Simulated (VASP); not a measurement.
The system is MnS.

```
Mn S
1.0
     0.00000    2.60450    2.60450
     2.60450    0.00000    2.60450
     2.60450    2.60450    0.00000
Mn S
1 1
Direct
  0.00000 0.00000 0.00000
  0.50000 0.50000 0.50000
```

* Program: VASP 6.6.1
* Task: relaxation of cell and atoms
* Functional: revPBE
* Dispersion: D3(BJ)
* Potentials or basis: VASP PAW PBE potentials, release 64 (Mn_pv, S)
* Cutoff: 600 eV
* k mesh: 9 × 9 × 9
* Occupations: fermi-dirac, width 0.05 eV
* Spin: collinear spin, ferromagnetic start
* Starting moments: [4.0, 0.0] μB

At the start: pressure -7.7 GPa; volume 17.67 Å³/atom.

Where does the relaxation end?

Over 15 steps the energy falls by 61.4 meV/atom and the volume is 15.82 Å³/atom (-10.5 %); space group Fm-3m (No. 225, to 0.1 Å) before and after; moment 4.42 μB per cell.

The path:
```csv
step,energy change (eV),largest force (eV/Å),pressure (GPa),volume (Å³)
1,0.0000,0.0000,-7.67,35.33
2,0.1909,0.0000,288.12,31.18
3,-0.0060,0.0000,-7.56,35.21
4,-0.0116,0.0000,-7.39,35.09
5,-0.0878,0.0000,-4.81,33.10
6,-0.1136,0.0000,-3.74,32.13
7,-0.1227,0.0000,-0.59,31.65
8,-0.1218,0.0000,5.33,31.57
9,-0.0581,0.0000,-6.00,33.98
10,-0.1007,0.0000,-4.30,32.64
11,-0.1131,0.0000,-3.76,32.15
12,-0.1196,0.0000,-3.27,31.86
13,-0.1222,0.0000,-2.11,31.71
14,-0.1228,0.0000,-0.05,31.64
15,-0.1228,0.0000,0.01,31.64
```

Final structure:
```xyz
2
Lattice="0.0000 2.5103 2.5103 2.5103 0.0000 2.5103 2.5103 2.5103 0.0000" Properties=species:S:1:pos:R:3 pbc="T T T"
Mn    0.0000    0.0000    0.0000
S     2.5103    2.5103    2.5103
```

Caveat: the PAW data sets were made with another functional, which shifts forces and pressure a little; a cell with one magnetic atom can't hold antiferromagnetic order, which such compounds often take.
